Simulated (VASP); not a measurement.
# Rh (Fm-3m) in VASP: a series of runs

The runs below take Rh through single point, with PBE.

Everything below comes from runs of VASP 6.6.1. Logs are shortened: lines on timing, memory, paths and dates and some standing lists are left out, and cuts for length are marked.

## 1. The cell of the first run

It takes space group Fm-3m (No. 225, cubic). Conventional cell: a = 3.671 Å, b = 3.671 Å, c = 3.671 Å, α = 90.00°, β = 90.00°, γ = 90.00°. Within 3.4 Å of Rh (site symmetry m-3m) lie 12 Rh at 2.60 Å.

## 2. Single point, PBE, collinear spin, ferromagnetic start (12.36 Å³/atom)

File INCAR:

```
PREC = Accurate
ENCUT = 520
EDIFF = 1E-6
ISMEAR = -1
SIGMA = 0.05
LREAL = F
LASPH = T
NELM = 150
ALGO = Normal
ISIF = 2
LWAVE = F
LCHARG = F
ISPIN = 2
MAGMOM = 1
LORBIT = 11
LMAXMIX = 4
GGA = PE
NBANDS = 18
```

File KPOINTS:

```
regular mesh
0
Gamma
  23 23 23
```

File POSCAR:

```
Rh
1.0
    0.0000000000      1.8353264106      1.8353264106
    1.8353264106      0.0000000000      1.8353264106
    1.8353264106      1.8353264106      0.0000000000
Rh
1
Direct
    0.0000000000      0.0000000000      0.0000000000
```

Potentials or basis: VASP PAW PBE potentials, release 64 (Rh_pv).

The run is started by

```sh
cat potpaw_PBE.64/Rh_pv/POTCAR > POTCAR
mpirun -np 1 vasp_std > vasp.out
```

OUTCAR:

```text
PREC = Accurate
   ENCUT = 520
   EDIFF = 1E-6
   ISMEAR = -1
   LREAL = F
   LASPH = T
   NELM = 150
   ISIF = 2
   ISPIN = 2
   LORBIT = 11
   GGA = PE

 ion  position               nearest neighbor table
   1  0.000  0.000  0.000-

  LATTYP: Found a face centered cubic cell.
 ALAT       =     3.6706528212

  Lattice vectors:

 A1 = (   0.0000000000,   1.8353264106,   1.8353264106)
 A2 = (   1.8353264106,   0.0000000000,   1.8353264106)
 A3 = (   1.8353264106,   1.8353264106,   0.0000000000)

Analysis of symmetry for initial positions (statically):
=====================================================================
 Subroutine PRICEL returns:
 Original cell was already a primitive cell.

 Routine SETGRP: Setting up the symmetry group for a
 face centered cubic supercell.

 Subroutine GETGRP returns: Found 48 space group operations
 (whereof 48 operations were pure point group operations)
 out of a pool of 48 trial point group operations.

The static configuration has the point symmetry O_h .

Analysis of symmetry for dynamics (positions and initial velocities):
=====================================================================
 Subroutine PRICEL returns:
 Original cell was already a primitive cell.

 Routine SETGRP: Setting up the symmetry group for a
 face centered cubic supercell.

 Subroutine GETGRP returns: Found 48 space group operations
 (whereof 48 operations were pure point group operations)
 out of a pool of 48 trial point group operations.

The dynamic configuration has the point symmetry O_h .

Analysis of structural, dynamic, and magnetic symmetry:
=====================================================================
 Subroutine PRICEL returns:
 Original cell was already a primitive cell.

 Routine SETGRP: Setting up the symmetry group for a
 face centered cubic supercell.

 Subroutine GETGRP returns: Found 48 space group operations
 (whereof 48 operations were pure point group operations)
 out of a pool of 48 trial point group operations.

The overall configuration has the point symmetry O_h .

 Subroutine INISYM returns: Found 48 space group operations
 (whereof 48 operations are pure point group operations),
 and found     1 'primitive' translations

----------------------------------------------------------------------------------------

                                     Primitive cell

  volume of cell :      12.3643

  direct lattice vectors                    reciprocal lattice vectors
     0.000000000  1.835326411  1.835326411    -0.272431104  0.272431104  0.272431104
[... 99 lines left out ...]
   ISMEAR =    -1;   SIGMA  =   0.05  broadening in eV -4-tet -1-fermi 0-gaus
   EFERMI_NEDOS =   21; number of points for ismear=-14 and -15
   IALGO  =     38    algorithm
   IMIX   =      4    mixing-type and parameters
     AMIX     =   0.40;   BMIX     =  1.00
     AMIX_MAG =   1.60;   BMIX_MAG =  1.00
  volume/ion in A,a.u.               =      12.36        83.44
  Fermi-wavevector in a.u.,A,eV,Ry     =   1.746018  3.299495 41.478412  3.048577
  Thomas-Fermi vector in A             =   2.817593
   LORBIT       =     11    0 simple, 1 ext, 2 COOP (PROOUT), +10 PAW based schemes
   GGA     = PE    functional components
   LHFCALC =     F    Hartree Fock is set to
   AEXX    =    0.0000 exact exchange contribution
   IVDW    =     0    specifies the selected vdW correction
   LEPSILON=     F    determine dielectric tensor
   LRPA    =     F    only Hartree local field effects (RPA)
 spin polarized calculation
  energy-cutoff  :      520.00
  volume of cell :       12.36
 maximum number of plane-waves:       343
   NGX =  9   NGY =  9   NGZ =  9

 number of electron      15.0000000 magnetization      -0.0015926

 number of electron      15.0000000 magnetization       0.0004662

 Free energy of the ion-electron system (eV)
  ---------------------------------------------------
  ext. energy  EPLUGINS =         0.00000000
  ---------------------------------------------------
  free energy    TOTEN  =        -7.05204920 eV

  energy without entropy =       -7.04321216  energy(sigma->0) =       -7.04763068

 E-fermi :  13.9571     XC(G=0): -14.7280

 val. band max:       13.9534542094   @ k =   0.3913   0.2174   0.0435
 cond. band min:      13.9601801648   @ k =  -0.4783   0.3913   0.0000
 fundamental gap:      0.0067259554
 Fermi energy:        13.9571116833

 spin component 1

 k-point     1 :       0.0000    0.0000    0.0000
  band No.  band energies     occupation
      1     -32.6039      1.00000
      2     -32.6039      1.00000
      3     -32.6039      1.00000
      4       5.2066      1.00000
      5      10.3354      1.00000
      6      10.3354      1.00000
[... 493 lines left out ...]
     17      48.3860      0.00000
     18      54.3184      0.00000

 [... further k-points ...]

 spin component 2

 k-point     1 :       0.0000    0.0000    0.0000
  band No.  band energies     occupation
      1     -32.6034      1.00000
      2     -32.6034      1.00000
      3     -32.6034      1.00000
      4       5.2067      1.00000
      5      10.3357      1.00000
      6      10.3357      1.00000
[... 493 lines left out ...]
     17      48.3859      0.00000
     18      54.3184      0.00000

 [... further k-points ...]

------------------------ aborting loop because EDIFF is reached ----------------------------------------

  FORCE on cell =-STRESS in cart. coord.  units (eV):
  Direction    XX          YY          ZZ          XY          YZ          ZX
  --------------------------------------------------------------------------------------
  -------------------------------------------------------------------------------------
  Total        3.5191152      3.5191152      3.5191152      0.0000000      0.0000000     -0.0000000
  in kB      456.0097444    456.0097444    456.0097444      0.0000000      0.0000000     -0.0000000
  external PRESSURE =     456.0097444 kB  Pullay stress =       0.0000000 kB

 VOLUME and BASIS-vectors are now :
 -----------------------------------------------------------------------------
  energy-cutoff  :      520.00
  volume of cell :       12.36
      direct lattice vectors                 reciprocal lattice vectors
     0.000000000  1.835326411  1.835326411    -0.272431104  0.272431104  0.272431104
     1.835326411  0.000000000  1.835326411     0.272431104 -0.272431104  0.272431104
     1.835326411  1.835326411  0.000000000     0.272431104  0.272431104 -0.272431104

 POSITION                                       TOTAL-FORCE (eV/Angst)
 -----------------------------------------------------------------------------------
      0.00000      0.00000      0.00000         0.000000      0.000000     -0.000000
 -----------------------------------------------------------------------------------
    total drift:                                0.000000      0.000000      0.000000

  FREE ENERGIE OF THE ION-ELECTRON SYSTEM (eV)
  ---------------------------------------------------
  free  energy   TOTEN  =        -7.0520491992 eV

  energy  without entropy=       -7.0432121594  energy(sigma->0) =       -7.04763068

 total charge

# of ion       s       p       d       tot
------------------------------------------
    1        0.462   6.376   7.173  14.010

 magnetization (x)

# of ion       s       p       d       tot
------------------------------------------
    1        0.000  -0.000   0.000   0.000
```

Wall time 3.1 min (1 thread of Intel Xeon 8259CL, shared host); peak memory 0.23 GiB.

What came out:

```yaml
Free_energy: -7.0520 eV
Pressure: 45.6 GPa
Net_moment: 0.00 μB per cell
Valence_electrons_inside_the_program's_atomic_spheres: Rh 14.01
```

Caveat: the cell stands under pressure.

## 3. Single point, PBE, collinear spin, ferromagnetic start (12.93 Å³/atom)

This run uses another cell than the first one, of 12.93 Å³/atom.

File INCAR:

```
  PREC = Accurate
  ENCUT = 520
  EDIFF = 1E-6
  ISMEAR = -1
  SIGMA = 0.05
  LREAL = False
  LASPH = True
  NELM = 150
  ALGO = Normal
  ISIF = 2
  LWAVE = False
  LCHARG = False
  ISPIN = 2
  MAGMOM = 1
  LORBIT = 11
  LMAXMIX = 4
  GGA = PE
  NBANDS = 18
```

KPOINTS is that of step 2.

File POSCAR:

```
Rh
1.0
    0.0000000000      1.8627233812      1.8627233812
    1.8627233812      0.0000000000      1.8627233812
    1.8627233812      1.8627233812      0.0000000000
Rh
1
Direct
    0.0000000000      0.0000000000      0.0000000000
```

Potentials or basis: VASP PAW PBE potentials, release 64 (Rh_pv).

The run is started by

```sh
cat potpaw_PBE.64/Rh_pv/POTCAR > POTCAR
mpirun -np 1 vasp_std > vasp.out
```

OUTCAR:

```text
PREC = Accurate
   ENCUT = 520
   EDIFF = 1E-6
   ISMEAR = -1
   LREAL = False
   LASPH = True
   NELM = 150
   ISIF = 2
   ISPIN = 2
   LORBIT = 11
   GGA = PE

 ion  position               nearest neighbor table
   1  0.000  0.000  0.000-

  LATTYP: Found a face centered cubic cell.
 ALAT       =     3.7254467624

  Lattice vectors:

 A1 = (   0.0000000000,   1.8627233812,   1.8627233812)
 A2 = (   1.8627233812,   0.0000000000,   1.8627233812)
[... 1217 lines left out ...]
  -------------------------------------------------------------------------------------
  Total        2.1377870      2.1377870      2.1377870      0.0000000     -0.0000000      0.0000000
  in kB      264.9719610    264.9719610    264.9719610      0.0000000     -0.0000000      0.0000000
  external PRESSURE =     264.9719610 kB  Pullay stress =       0.0000000 kB

 VOLUME and BASIS-vectors are now :
 -----------------------------------------------------------------------------
  energy-cutoff  :      520.00
  volume of cell :       12.93
      direct lattice vectors                 reciprocal lattice vectors
     0.000000000  1.862723381  1.862723381    -0.268424182  0.268424182  0.268424182
     1.862723381  0.000000000  1.862723381     0.268424182 -0.268424182  0.268424182
     1.862723381  1.862723381  0.000000000     0.268424182  0.268424182 -0.268424182

 POSITION                                       TOTAL-FORCE (eV/Angst)
 -----------------------------------------------------------------------------------
      0.00000      0.00000      0.00000         0.000000      0.000000      0.000000
 -----------------------------------------------------------------------------------
    total drift:                                0.000000     -0.000000      0.000000

  FREE ENERGIE OF THE ION-ELECTRON SYSTEM (eV)
  ---------------------------------------------------
  free  energy   TOTEN  =        -7.1776209608 eV

  energy  without entropy=       -7.1680922224  energy(sigma->0) =       -7.17285659

 total charge

# of ion       s       p       d       tot
------------------------------------------
    1        0.440   6.343   7.127  13.910

 magnetization (x)

# of ion       s       p       d       tot
------------------------------------------
    1        0.000  -0.000   0.000   0.000
```

stdout:

```text
POSCAR found type information on POSCAR Rh
 POSCAR found :  1 types and       1 ions
 scaLAPACK will be used
 LDA part: xc-table for (Slater+PW92), standard interpolation
 POSCAR, INCAR and KPOINTS ok, starting setup
 FFT: planning ... GRIDC
 FFT: planning ... GRID_SOFT
 FFT: planning ... GRID
 WAVECAR not read
 entering main loop
```

Run time: 3.8 min. Hardware: 1 thread of Intel Xeon 8259CL, shared host; peak memory 0.23 GiB.

Results:

```
Free energy                                           : -7.1776 eV
Pressure                                              : 26.5 GPa
Net moment                                            : 0.00 μB per cell
Valence electrons inside the program's atomic spheres : Rh 13.91
```

Caveat: the cell stands under pressure.

## 4. Single point, PBE, collinear spin, ferromagnetic start (13.49 Å³/atom)

This run uses another cell than the first one, of 13.49 Å³/atom.

File INCAR:

```
PREC     = Accurate       # precision mode
ENCUT    = 520            # plane-wave cutoff, eV
EDIFF    = 1E-6           # SCF threshold, eV
ISMEAR   = -1             # smearing method
SIGMA    = 0.05           # smearing width, eV
LREAL    = False          # projectors in reciprocal space
LASPH    = True           # aspherical terms in the spheres
NELM     = 150            # most SCF steps
ALGO     = Normal         # electronic algorithm
ISIF     = 2              # what is computed and relaxed
LWAVE    = False          # write WAVECAR
LCHARG   = False          # write CHGCAR
ISPIN    = 2              # spin polarisation
MAGMOM   = 1              # initial moments
LORBIT   = 11             # projections on sites
LMAXMIX  = 4              # l up to which the mixer works
GGA      = PE             # functional
NBANDS   = 18             # bands
```

KPOINTS is that of step 3.

File POSCAR:

```
Rh
1.0
    0.0000000000      1.8893373109      1.8893373109
    1.8893373109      0.0000000000      1.8893373109
    1.8893373109      1.8893373109      0.0000000000
Rh
1
Direct
    0.0000000000      0.0000000000      0.0000000000
```

The run is started by

```sh
cat potpaw_PBE.64/Rh_pv/POTCAR > POTCAR
mpirun -np 1 vasp_std > vasp.out
```

It took 4.3 min on 1 thread of Intel Xeon 8259CL, shared host; peak memory 0.24 GiB.

The run converged. Its results:

- Free energy: -7.2439 eV
- Pressure: 11.6 GPa
- Net moment: 0.00 μB per cell
- Valence electrons inside the program's atomic spheres: Rh 13.82

Levels at points of the mesh, in eV from the Fermi level:
Spin up:
```tsv
k point	band 5	band 6	band 7	band 8	band 9	band 10
(0.00, 0.00, 0.00)	-3.17	-3.17	-3.17	-1.02	-1.02	15.99
```
Spin down:
```
           k point  band 5  band 6  band 7  band 8  band 9  band 10
(0.00, 0.00, 0.00)   -3.17   -3.17   -3.17   -1.01   -1.01    15.98
```

Caveat: the cell stands under pressure.

## 5. Overview

```csv
cell,gap on the mesh (eV),pressure (GPa),moment (μB)
"a = 2.596 Å, angles 60.0°, 1 atom",none,45.6,0.00
"a = 2.634 Å, angles 60.0°, 1 atom",none,26.5,0.00
"a = 2.672 Å, angles 60.0°, 1 atom",none,11.6,0.00
```

Alike in all rows: task single point; level PBE; potentials or basis VASP PAW PBE potentials, release 64 (Rh_pv); spin collinear, ferromagnetic start; k mesh 23 × 23 × 23; cutoff (eV) 520; smearing fermi-dirac 0.05 eV.

Caveats: the cell stands under pressure.

Total energies depend on the potentials used, so only differences within one code and one set of settings carry meaning.
